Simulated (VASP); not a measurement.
# Sr (Im-3m) in VASP: single point with b88 exchange, pbe correlation

Aim: the single point of Sr with b88 exchange, pbe correlation.

Program: VASP 6.6.1. These are calculated values, not measurements. Logs are shortened: lines on timing, memory, paths and dates and some standing lists are left out, and cuts for length are marked.

**1. The cell of the first run**

It takes space group Im-3m (No. 229, cubic). The conventional cell has a = 4.870 Å, b = 4.870 Å, c = 4.870 Å, α = 90.00°, β = 90.00°, γ = 90.00°. Within 5.5 Å of Sr (site symmetry m-3m) lie 14 Sr at 4.22 to 4.87 Å.

This isn't the form of Sr at room conditions, which is fcc.

**2. Single point, b88 exchange, pbe correlation, non-collinear spin, zero start, spin-orbit coupling**

File POSCAR:

```
Sr
1.0
   -2.4350000000      2.4350000000      2.4350000000
    2.4350000000     -2.4350000000      2.4350000000
    2.4350000000      2.4350000000     -2.4350000000
Sr
1
Direct
    0.0000000000      0.0000000000      0.0000000000
```

File INCAR.step1:

```
PREC = Accurate
ENCUT = 400
EDIFF = 1E-6
ISMEAR = -1
SIGMA = 0.025
LREAL = False
LASPH = True
NELM = 200
ALGO = Normal
ISIF = 2
LWAVE = False
LCHARG = True
MAGMOM = 0 0 0
LSORBIT = True
GGA_COMPAT = False
LORBMOM = True
GGA = LIBXC
LIBXC1 = GGA_X_B88
LIBXC2 = GGA_C_PBE
NBANDS = 21
NEDOS = 2001
LORBIT = 11
```

File KPOINTS.step1:

```
regular mesh
0
Gamma
  8 8 8
```

File INCAR.step2:

```
PREC = Accurate
ENCUT = 400
EDIFF = 1E-6
ISMEAR = -5
SIGMA = 0.025
LREAL = False
LASPH = True
NELM = 200
ALGO = Normal
ISIF = 2
LWAVE = False
LCHARG = False
MAGMOM = 0 0 0
LORBIT = 10
LSORBIT = True
GGA_COMPAT = False
LORBMOM = True
GGA = LIBXC
LIBXC1 = GGA_X_B88
LIBXC2 = GGA_C_PBE
NBANDS = 21
NEDOS = 1001
ICHARG = 11
```

File KPOINTS.step2:

```
regular mesh
0
Gamma
  12 12 12
```

Potentials or basis: VASP PAW PBE potentials, release 64 (Sr_sv).

Command:

```sh
> cat potpaw_PBE.64/Sr_sv/POTCAR > POTCAR
> cp INCAR.step1 INCAR
> cp KPOINTS.step1 KPOINTS
> mpirun -np 1 vasp_ncl > vasp.out
> cp INCAR.step2 INCAR
> cp KPOINTS.step2 KPOINTS
> mpirun -np 1 vasp_ncl > vasp.out
```

OUTCAR:

```text
PREC = Accurate
   ENCUT = 400
   EDIFF = 1E-6
   ISMEAR = -5
   LREAL = False
   LASPH = True
   NELM = 200
   ISIF = 2
   LORBIT = 10
   LSORBIT = True
   GGA = LIBXC
   ICHARG = 11

 ion  position               nearest neighbor table
   1  0.000  0.000  0.000-

  LATTYP: Found a body centered cubic cell.
 ALAT       =     4.8700000000

  Lattice vectors:

 A1 = (  -2.4350000000,   2.4350000000,   2.4350000000)
 A2 = (   2.4350000000,  -2.4350000000,   2.4350000000)
 A3 = (   2.4350000000,   2.4350000000,  -2.4350000000)

Analysis of symmetry for initial positions (statically):
=====================================================================
 Subroutine PRICEL returns:
 Original cell was already a primitive cell.

 Routine SETGRP: Setting up the symmetry group for a
 body centered cubic supercell.

 Subroutine GETGRP returns: Found 48 space group operations
 (whereof 48 operations were pure point group operations)
 out of a pool of 48 trial point group operations.

The static configuration has the point symmetry O_h .

Analysis of symmetry for dynamics (positions and initial velocities):
=====================================================================
 Subroutine PRICEL returns:
 Original cell was already a primitive cell.

 Routine SETGRP: Setting up the symmetry group for a
 body centered cubic supercell.

 Subroutine GETGRP returns: Found 48 space group operations
 (whereof 48 operations were pure point group operations)
 out of a pool of 48 trial point group operations.

The dynamic configuration has the point symmetry O_h .

Analysis of structural, dynamic, and magnetic symmetry:
=====================================================================
 Subroutine PRICEL returns:
 Original cell was already a primitive cell.

 Routine SETGRP: Setting up the symmetry group for a
 body centered cubic supercell.

 Subroutine GETGRP returns: Found 48 space group operations
 (whereof 48 operations were pure point group operations)
 out of a pool of 48 trial point group operations.

The overall configuration has the point symmetry O_h .

 Subroutine INISYM returns: Found 48 space group operations
 (whereof 48 operations are pure point group operations),
 and found     1 'primitive' translations

[... 143 lines left out ...]
 cond. band min:       1.4453485452   @ k =   0.5000   0.5000   0.2500
 fundamental gap:     -0.1603255290
 Fermi energy:         1.4403119450

 k-point     1 :       0.0000    0.0000    0.0000
  band No.  band energies     occupation
      1     -35.3364      1.00000
      2     -35.3364      1.00000
      3     -18.0000      1.00000
      4     -18.0000      1.00000
      5     -16.8512      1.00000
      6     -16.8512      1.00000
[... 565 lines left out ...]
     20       6.3124      0.00000
     21       6.7588      0.00000

 [... further k-points ...]

------------------------ aborting loop because EDIFF is reached ----------------------------------------

  FORCE on cell =-STRESS in cart. coord.  units (eV):
  Direction    XX          YY          ZZ          XY          YZ          ZX
  --------------------------------------------------------------------------------------
  -------------------------------------------------------------------------------------
  Total       -0.2459224     -0.2459224     -0.2459224      0.0000000      0.0000000     -0.0000000
  in kB       -6.8226290     -6.8226290     -6.8226290      0.0000000      0.0000000     -0.0000000
  external PRESSURE =      -6.8226290 kB  Pullay stress =       0.0000000 kB

 VOLUME and BASIS-vectors are now :
 -----------------------------------------------------------------------------
  energy-cutoff  :      400.00
  volume of cell :       57.75
      direct lattice vectors                 reciprocal lattice vectors
    -2.435000000  2.435000000  2.435000000     0.000000000  0.205338809  0.205338809
     2.435000000 -2.435000000  2.435000000     0.205338809  0.000000000  0.205338809
     2.435000000  2.435000000 -2.435000000     0.205338809  0.205338809  0.000000000

 POSITION                                       TOTAL-FORCE (eV/Angst)
 -----------------------------------------------------------------------------------
      0.00000      0.00000      0.00000        -0.000000     -0.000000     -0.000000
 -----------------------------------------------------------------------------------
    total drift:                                0.000000      0.000000     -0.000000

  FREE ENERGIE OF THE ION-ELECTRON SYSTEM (eV)
  ---------------------------------------------------
  free  energy   TOTEN  =        -1.6150900014 eV

  energy  without entropy=       -1.6150900014  energy(sigma->0) =       -1.61509000

 orbital moment (x)

 # of ion     p       d       tot
 ----------------------------------------
  1         0.000  -0.000  -0.000
 ----------------------------------------
            0.000  -0.000  -0.000

 orbital moment (y)

 # of ion     p       d       tot
 ----------------------------------------
  1         0.000  -0.000  -0.000
 ----------------------------------------
            0.000  -0.000  -0.000

 orbital moment (z)

 # of ion     p       d       tot
 ----------------------------------------
  1         0.000  -0.000  -0.000
 ----------------------------------------
            0.000  -0.000  -0.000

 Spin-Orbit-Coupling matrix elements

 Ion:    1  E_soc:     -0.1774035
 l=   1
     0.0000000    -0.0295866    -0.0295866
    -0.0295866     0.0000000    -0.0295866
    -0.0295866    -0.0295866     0.0000000
 l=   2
     0.0000000     0.0000090     0.0000000     0.0000090     0.0000103
     0.0000090     0.0000000     0.0000078     0.0000090     0.0000026
     0.0000000     0.0000078     0.0000000     0.0000078     0.0000000
     0.0000090     0.0000090     0.0000078     0.0000000     0.0000026
     0.0000103     0.0000026     0.0000000     0.0000026     0.0000000
 l=   3
     0.0000000     0.0000000     0.0000000     0.0000000     0.0000000     0.0000000     0.0000000
     0.0000000     0.0000000     0.0000000     0.0000000     0.0000000     0.0000000     0.0000000
     0.0000000     0.0000000     0.0000000     0.0000000     0.0000000     0.0000000     0.0000000
     0.0000000     0.0000000     0.0000000     0.0000000     0.0000000     0.0000000     0.0000000
     0.0000000     0.0000000     0.0000000     0.0000000     0.0000000     0.0000000     0.0000000
     0.0000000     0.0000000     0.0000000     0.0000000     0.0000000     0.0000000     0.0000000
     0.0000000     0.0000000     0.0000000     0.0000000     0.0000000     0.0000000     0.0000000

 total charge

# of ion       s       p       d       tot
------------------------------------------
    1        2.062   5.715   0.128   7.904

 magnetization (x)

# of ion       s       p       d       tot
------------------------------------------
    1        0.000   0.000   0.000   0.000

 magnetization (y)

# of ion       s       p       d       tot
------------------------------------------
    1        0.000   0.000   0.000   0.000

 magnetization (z)

# of ion       s       p       d       tot
------------------------------------------
    1       -0.000  -0.000   0.000  -0.000
```

OUTCAR.step1:

```text
PREC = Accurate
   ENCUT = 400
   EDIFF = 1E-6
   ISMEAR = -1
   LREAL = False
   LASPH = True
   NELM = 200
   ISIF = 2
   LSORBIT = True
   GGA = LIBXC
   LORBIT = 11

[... 861 lines left out ...]

 total charge

# of ion       s       p       d       tot
------------------------------------------
    1        2.062   5.714   0.129   7.905

 magnetization (x)

# of ion       s       p       d       tot
------------------------------------------
    1       -0.000   0.000   0.000  -0.000

 magnetization (y)

# of ion       s       p       d       tot
------------------------------------------
    1        0.000   0.000   0.000   0.000

 magnetization (z)

# of ion       s       p       d       tot
------------------------------------------
    1        0.000   0.000   0.000   0.000
```

OSZICAR.step1:

```text
N       E                     dE             d eps       ncg     rms          rms(c)
DAV:   1     0.423005419222E+02    0.42301E+02   -0.39076E+03  1218   0.660E+02
DAV:   2     0.157013575445E+01   -0.40730E+02   -0.39873E+02  1519   0.170E+02
DAV:   3    -0.153670986239E+01   -0.31068E+01   -0.30831E+01  2100   0.304E+01
DAV:   4    -0.161334071578E+01   -0.76631E-01   -0.76426E-01  1639   0.386E+00
DAV:   5    -0.161433529195E+01   -0.99458E-03   -0.99441E-03  1692   0.408E-01    0.187E+01
DAV:   6    -0.161597702921E+01   -0.16417E-02   -0.86733E-03  1515   0.100E+00    0.110E+01
DAV:   7    -0.161778567776E+01   -0.18086E-02   -0.27259E-03  1472   0.554E-01    0.619E+00
DAV:   8    -0.161956519908E+01   -0.17795E-02   -0.52056E-03  1373   0.751E-01    0.255E-01
DAV:   9    -0.161974588674E+01   -0.18069E-03   -0.87696E-04  1935   0.170E-01    0.779E-02
DAV:  10    -0.161976862404E+01   -0.22737E-04   -0.22396E-05  1557   0.337E-02    0.271E-02
DAV:  11    -0.161979028283E+01   -0.21659E-04   -0.12889E-05  1466   0.212E-02    0.252E-02
DAV:  12    -0.161979097686E+01   -0.69403E-06   -0.31341E-07  1260   0.352E-03
   1 F= -.16197910E+01 E0= -.16187108E+01  d E =-.216029E-02  mag=    -0.0000     0.0000     0.0000
```

It took 5.5 min on 1 thread of AMD EPYC 7R43 (Zen 3), shared host; peak memory 0.24 GiB.

What came out:

```yaml
Net_moment: 0.00 μB per cell
Valence_electrons_inside_the_program's_atomic_spheres: Sr 7.90
```

Moments on the atoms (μB; x, y, z):
```
Sr  0.00 0.00 0.00
```

Caveat: the PAW data sets were made with another functional, which shifts forces and pressure a little.
